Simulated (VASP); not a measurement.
# B2P (Imma) in VASP: notebook

B2P is run at these levels: PBE; tasks: single point, relaxation of cell and atoms.

All numbers are computed with VASP 6.6.1; they aren't measurements. Logs are shortened: lines on timing, memory, paths and dates and some standing lists are left out, and cuts for length are marked.

**1. The cell of the first run**

It takes space group Imma (No. 74, orthorhombic). Conventional cell: a = 5.360 Å, b = 7.039 Å, c = 3.768 Å, α = 90.00°, β = 90.00°, γ = 90.00°. Within 2.6 Å of B (site symmetry m) lie 3 B at 1.82 to 2.54 Å and 2 P at 1.83 Å. P (site symmetry 2/m) has 4 B at 1.83 Å within 2.4 Å.

The cell was built from a structure type or drawn by symmetry, and may not be a known phase.

**2. Single point, PBE**

The input, INCAR:

```
SYSTEM = B2P
PREC     = Accurate       ! precision mode
ENCUT    = 520            ! plane-wave cutoff, eV
EDIFF    = 1E-6           ! SCF threshold, eV
ISMEAR   = 0              ! smearing method
SIGMA    = 0.1            ! smearing width, eV
LREAL    = .FALSE.        ! projectors in reciprocal space
LASPH    = .TRUE.         ! aspherical terms in the spheres
NELM     = 60             ! most SCF steps
ALGO     = Normal         ! electronic algorithm
ISIF     = 2              ! what is computed and relaxed
LWAVE    = .FALSE.        ! write WAVECAR
LCHARG   = .FALSE.        ! write CHGCAR
GGA      = PE             ! functional
NBANDS   = 20             ! bands
```

The input, KPOINTS:

```
Automatic mesh
0
G
  6 6 6
  0 0 0
```

The input, POSCAR:

```
B2P
1.0
   -2.6802412500      3.5196195500      1.8841103800
    2.6802412500     -3.5196195500      1.8841103800
    2.6802412500      3.5196195500     -1.8841103800
B P
4 2
Direct
    0.8824558900      0.8059440100      0.0765118800
    0.2294321300      0.8059440100      0.4234881200
    0.1175441100      0.1940559900      0.9234881200
    0.7705678700      0.1940559900      0.5765118800
    0.0000000000      0.5000000000      0.0000000000
    0.0000000000      0.0000000000      0.5000000000
```

Potentials or basis: VASP PAW PBE potentials, release 64 (B, P).

The run is started by

```console
$ cat potpaw_PBE.64/B/POTCAR potpaw_PBE.64/P/POTCAR > POTCAR
$ mpirun -np 1 vasp_std > vasp.out
```

OUTCAR:

```text
SYSTEM = B2P
   PREC = Accurate
   ENCUT = 520
   EDIFF = 1E-6
   ISMEAR = 0
   LREAL = .FALSE.
   LASPH = .TRUE.
   NELM = 60
   ISIF = 2
   GGA = PE

 ion  position               nearest neighbor table
   1  0.882  0.806  0.077-   3 1.82   5 1.83   6 1.83
   2  0.229  0.806  0.423-   4 1.82   5 1.83   6 1.83
   3  0.118  0.194  0.923-   1 1.82   5 1.83   6 1.83
   4  0.771  0.194  0.577-   2 1.82   5 1.83   6 1.83
   5  0.000  0.500  0.000-   1 1.83   3 1.83   2 1.83   4 1.83   6 2.68   6 2.68
   6  0.000  0.000  0.500-   1 1.83   3 1.83   2 1.83   4 1.83   5 2.68   5 2.68

  LATTYP: Found a body centered orthorhombic cell.
 ALAT       =     3.7682207600
 B/A-ratio  =     1.4225500154
 C/A-ratio  =     1.8680537974

  Lattice vectors:

 A1 = (   2.6802412500,  -3.5196195500,   1.8841103800)
 A2 = (  -2.6802412500,  -3.5196195500,  -1.8841103800)
 A3 = (   2.6802412500,   3.5196195500,  -1.8841103800)

Analysis of symmetry for initial positions (statically):
=====================================================================
 Subroutine PRICEL returns:
 Original cell was already a primitive cell.

 Routine SETGRP: Setting up the symmetry group for a
 body centered orthorhombic supercell.

 Subroutine GETGRP returns: Found  8 space group operations
 (whereof  4 operations were pure point group operations)
 out of a pool of  8 trial point group operations.

The static configuration has the point symmetry C_2h.
 The point group associated with its full space group is D_2h.

Analysis of symmetry for dynamics (positions and initial velocities):
=====================================================================
 Subroutine PRICEL returns:
 Original cell was already a primitive cell.

 Routine SETGRP: Setting up the symmetry group for a
 body centered orthorhombic supercell.

 Subroutine GETGRP returns: Found  8 space group operations
 (whereof  4 operations were pure point group operations)
 out of a pool of  8 trial point group operations.

The dynamic configuration has the point symmetry C_2h.
 The point group associated with its full space group is D_2h.

 Subroutine INISYM returns: Found  8 space group operations
 (whereof  4 operations are pure point group operations),
 and found     1 'primitive' translations

----------------------------------------------------------------------------------------

                                     Primitive cell

  volume of cell :      71.0945

  direct lattice vectors                    reciprocal lattice vectors
    -2.680241250  3.519619550  1.884110380     0.000000000  0.142060809  0.265377233
     2.680241250 -3.519619550  1.884110380     0.186550371  0.000000000  0.265377233
     2.680241250  3.519619550 -1.884110380     0.186550371  0.142060809  0.000000000

  length of vectors
     4.808459926  4.808459926  4.808459926     0.301008886  0.324385753  0.234483079

  position of ions in fractional coordinates (direct lattice)
     0.882455890  0.805944010  0.076511880
     0.229432130  0.805944010  0.423488120
     0.117544110  0.194055990  0.923488120
     0.770567870  0.194055990  0.576511880
     1.000000000  0.500000000  1.000000000
     0.000000000  0.000000000  0.500000000

  ion indices of the primitive-cell ions
   primitive index   ion index
                 1           1
                 2           2
                 3           3
                 4           4
                 5           5
                 6           6

----------------------------------------------------------------------------------------

 KPOINTS: Automatic mesh

Automatic generation of k-mesh.
 Grid dimensions read from file:
 generate k-points for:    6    6    6

 Generating k-lattice:

  Cartesian coordinates                     Fractional coordinates (reciprocal lattice)
     0.000000000  0.023676801  0.044229539     0.166666667 -0.000000000  0.000000000
     0.031091729  0.000000000  0.044229539    -0.000000000  0.166666667  0.000000000
     0.031091729  0.023676801  0.000000000     0.000000000  0.000000000  0.166666667

  Length of vectors
     0.050168148  0.054064292  0.039080513

  Shift w.r.t. Gamma in fractional coordinates (k-lattice)
     0.000000000  0.000000000  0.000000000

 Subroutine IBZKPT returns following result:
 ===========================================

 Found     46 irreducible k-points:

 Following reciprocal coordinates:
            Coordinates               Weight
  0.000000  0.000000  0.000000      1.000000
  0.166667 -0.000000  0.000000      4.000000
  0.333333  0.000000 -0.000000      4.000000
  0.500000 -0.000000  0.000000      2.000000
  0.000000  0.166667  0.000000      4.000000
  0.166667  0.166667  0.000000      8.000000
[... 16 lines left out ...]
 -0.166667  0.166667  0.166667      2.000000
  0.166667  0.333333  0.166667      4.000000
 [... further k-points ...]
   k-points           NKPTS =     46   k-points in BZ     NKDIM =     46   number of bands    NBANDS=     20
   number of dos      NEDOS =    301   number of ions     NIONS =      6
   total plane-waves  NPLWV =  46656
   dimension x,y,z NGX =    36 NGY =   36 NGZ =   36
   dimension x,y,z NGXF=    72 NGYF=   72 NGZF=   72
   ions per type =               4   2
   NGX,Y,Z   is equivalent  to a cutoff of  12.45, 12.45, 12.45 a.u.
   NGXF,Y,Z  is equivalent  to a cutoff of  24.89, 24.89, 24.89 a.u.
 SYSTEM =  B2P
   PREC   = accura    normal or accurate (medium, high low for compatibility)
   ISTART =      0    job   : 0-new  1-cont  2-samecut
   ICHARG =      2    charge: 1-file 2-atom 10-const
   ISPIN  =      1    spin polarized calculation?
   LNONCOLLINEAR =      F non collinear calculations
   LSORBIT =      F    spin-orbit coupling
   LASPH  =      T    aspherical Exc in radial PAW
   ENCUT  =  520.0 eV  38.22 Ry    6.18 a.u.   8.94  8.94  8.94*2*pi/ulx,y,z
   NELM   =     60;   NELMIN=  2; NELMDL= -5     # of ELM steps
   EDIFF  = 0.1E-05   stopping-criterion for ELM
   LREAL  =      F    real-space projection
   EDIFFG = 0.1E-04   stopping-criterion for IOM
   NSW    =      0    number of steps for IOM
   IBRION =     -1    ionic relax: 0-MD 1-quasi-New 2-CG
   NFREE  =      0    steps in history (QN), initial steepest desc. (CG)
   ISIF   =      2    stress and relaxation
   ISYM   =      2    0-nonsym 1-usesym 2-fastsym
   POTIM  = 0.5000    time-step for ionic-motion
   TEBEG  =    0.0;   TEEND  =   0.0 temperature during run
   PSTRESS=    0.0 pullay stress
   NELECT =      22.0000    total number of electrons
   NUPDOWN=      -1.0000    fix difference up-down
   EMIN   =  10.00;   EMAX   =-10.00  energy-range for DOS
   EFERMI =   0.00;   METHOD = LEGACY
   ISMEAR =     0;   SIGMA  =   0.10  broadening in eV -4-tet -1-fermi 0-gaus
   EFERMI_NEDOS =   21; number of points for ismear=-14 and -15
   IALGO  =     38    algorithm
   IMIX   =      4    mixing-type and parameters
     AMIX     =   0.40;   BMIX     =  1.00
     AMIX_MAG =   1.60;   BMIX_MAG =  1.00
  volume/ion in A,a.u.               =      11.85        79.96
  Fermi-wavevector in a.u.,A,eV,Ry     =   1.107313  2.092518 16.682677  1.226142
  Thomas-Fermi vector in A             =   2.243826
   LORBIT       =      0    0 simple, 1 ext, 2 COOP (PROOUT), +10 PAW based schemes
   GGA     = PE    functional components
   LHFCALC =     F    Hartree Fock is set to
   AEXX    =    0.0000 exact exchange contribution
   IVDW    =     0    specifies the selected vdW correction
   LEPSILON=     F    determine dielectric tensor
   LRPA    =     F    only Hartree local field effects (RPA)
 non-spin polarized calculation
 Gauss-broadening in eV      SIGMA  =   0.10
  energy-cutoff  :      520.00
  volume of cell :       71.09
 maximum number of plane-waves:      1930
   NGX = 17   NGY = 17   NGZ = 17

 number of electron      21.9999999 magnetization

 Free energy of the ion-electron system (eV)
  ---------------------------------------------------
  ext. energy  EPLUGINS =         0.00000000
  ---------------------------------------------------
  free energy    TOTEN  =       -30.44150806 eV

  energy without entropy =      -30.42970017  energy(sigma->0) =      -30.43560411

 E-fermi :   5.5255     XC(G=0): -10.3160

 val. band max:        5.5246868611   @ k =   0.5000   0.5000   0.1667
 cond. band min:       5.5349388894   @ k =   0.3333   0.0000  -0.0000
 fundamental gap:      0.0102520282
 Fermi energy:         5.5255148036

 k-point     1 :       0.0000    0.0000    0.0000
  band No.  band energies     occupation
      1     -10.2645      2.00000
      2      -4.9739      2.00000
      3      -4.8992      2.00000
      4      -1.5654      2.00000
      5      -1.2355      2.00000
      6      -1.1307      2.00000
[... 12 lines left out ...]
     19      11.9657      0.00000
     20      15.2879      0.00000

 k-point     2 :       0.1667   -0.0000    0.0000
  band No.  band energies     occupation
      1     -10.1065      2.00000
      2      -5.0560      2.00000
      3      -4.9435      2.00000
      4      -2.1039      2.00000
      5      -1.2400      2.00000
      6      -0.8114      2.00000
[... 12 lines left out ...]
     19      12.6055      0.00000
     20      14.0322      0.00000

 k-point     3 :       0.3333    0.0000   -0.0000
  band No.  band energies     occupation
      1      -9.7433      2.00000
      2      -5.1824      2.00000
      3      -5.0356      2.00000
      4      -3.2155      2.00000
      5      -0.6343      2.00000
      6      -0.4950      2.00000
[... 12 lines left out ...]
     19      12.8912      0.00000
     20      14.7798      0.00000

 k-point     4 :       0.5000   -0.0000    0.0000
  band No.  band energies     occupation
      1      -9.5287      2.00000
      2      -5.2314      2.00000
      3      -5.0997      2.00000
      4      -3.6881      2.00000
      5      -0.4390      2.00000
      6      -0.3722      2.00000
[... 12 lines left out ...]
     19      12.7498      0.00000
     20      15.5200      0.00000

 k-point     5 :       0.0000    0.1667    0.0000
  band No.  band energies     occupation
      1     -10.0218      2.00000
      2      -6.2633      2.00000
      3      -3.3832      2.00000
      4      -2.3544      2.00000
      5      -1.4135      2.00000
      6      -0.2338      2.00000
[... 12 lines left out ...]
     19      13.1710      0.00000
     20      14.0554      0.00000
[... 353 lines left out ...]
      6       0.4812      2.00000
[... 12 lines left out ...]
     19      13.6768      0.00000
     20      14.2365      0.00000

 k-point    22 :       0.3333    0.1667    0.1667
  band No.  band energies     occupation
      1      -9.0293      2.00000
      2      -7.5489      2.00000
      3      -3.4185      2.00000
      4      -2.1431      2.00000
      5      -1.8205      2.00000
      6       0.5511      2.00000
[... 12 lines left out ...]
     19      13.6929      0.00000
     20      14.2313      0.00000

 k-point    23 :      -0.1667    0.1667    0.1667
  band No.  band energies     occupation
      1      -9.7626      2.00000
      2      -7.3918      2.00000
      3      -3.4444      2.00000
      4      -1.6414      2.00000
      5      -0.8689      2.00000
      6       0.3424      2.00000
[... 12 lines left out ...]
     19      13.6604      0.00000
     20      13.9691      0.00000

 k-point    24 :       0.1667    0.3333    0.1667
  band No.  band energies     occupation
      1      -8.4380      2.00000
      2      -8.3825      2.00000
      3      -2.9483      2.00000
      4      -2.6514      2.00000
      5      -0.3942      2.00000
      6      -0.0283      2.00000
[... 12 lines left out ...]
     19      13.4614      0.00000
     20      14.2595      0.00000

 [... further k-points ...]

------------------------ aborting loop because EDIFF is reached ----------------------------------------

  FORCE on cell =-STRESS in cart. coord.  units (eV):
  Direction    XX          YY          ZZ          XY          YZ          ZX
  --------------------------------------------------------------------------------------
  -------------------------------------------------------------------------------------
  Total       26.5487268      8.0713535     -8.1211660      0.0000000      0.0000000      0.0000000
  in kB      598.2990852    181.8951040   -183.0176731      0.0000000      0.0000000      0.0000000
  external PRESSURE =     199.0588387 kB  Pullay stress =       0.0000000 kB

 VOLUME and BASIS-vectors are now :
 -----------------------------------------------------------------------------
  energy-cutoff  :      520.00
  volume of cell :       71.09
      direct lattice vectors                 reciprocal lattice vectors
    -2.680241250  3.519619550  1.884110380     0.000000000  0.142060809  0.265377233
     2.680241250 -3.519619550  1.884110380     0.186550371  0.000000000  0.265377233
     2.680241250  3.519619550 -1.884110380     0.186550371  0.142060809  0.000000000

 POSITION                                       TOTAL-FORCE (eV/Angst)
 -----------------------------------------------------------------------------------
     -0.00000      0.53859      3.03697         0.000000     -2.728460      1.563507
      2.68024     -0.53859      1.15286        -0.000000      2.728460      1.563507
      2.68024      2.98103     -1.15286        -0.000000      2.728460     -1.563507
      0.00000      4.05820      0.73125         0.000000     -2.728460     -1.563507
      1.34012     -1.75981      0.94206        -0.000000      0.000000     -0.000000
      1.34012      1.75981     -0.94206        -0.000000      0.000000     -0.000000
 -----------------------------------------------------------------------------------
    total drift:                                0.000000      0.000000     -0.000000

  FREE ENERGIE OF THE ION-ELECTRON SYSTEM (eV)
  ---------------------------------------------------
  free  energy   TOTEN  =       -30.4415080640 eV

  energy  without entropy=      -30.4297001657  energy(sigma->0) =      -30.43560411
```

It took 26 s on 1 thread of Intel Xeon 6975P-C (Granite Rapids), shared host; peak memory 0.22 GiB.

Results:

* Free energy: -30.4415 eV
* Pressure: 19.9 GPa
* Largest force: 3.145 eV/Å
* Band gap on the k mesh: zero (bands 11 and 12 overlap by 0.89 eV)

Forces on the atoms (eV/Å):
```
B    0.000 -2.728  1.564
B    0.000  2.728  1.564
B    0.000  2.728 -1.564
B    0.000 -2.728 -1.564
P    0.000  0.000  0.000
P    0.000  0.000  0.000
```

Caveat: the cell stands under pressure; forces of over 1 eV/Å act on the atoms, so gaps and moduli don't describe the material at rest.

(Continued in part 2 of 2.)
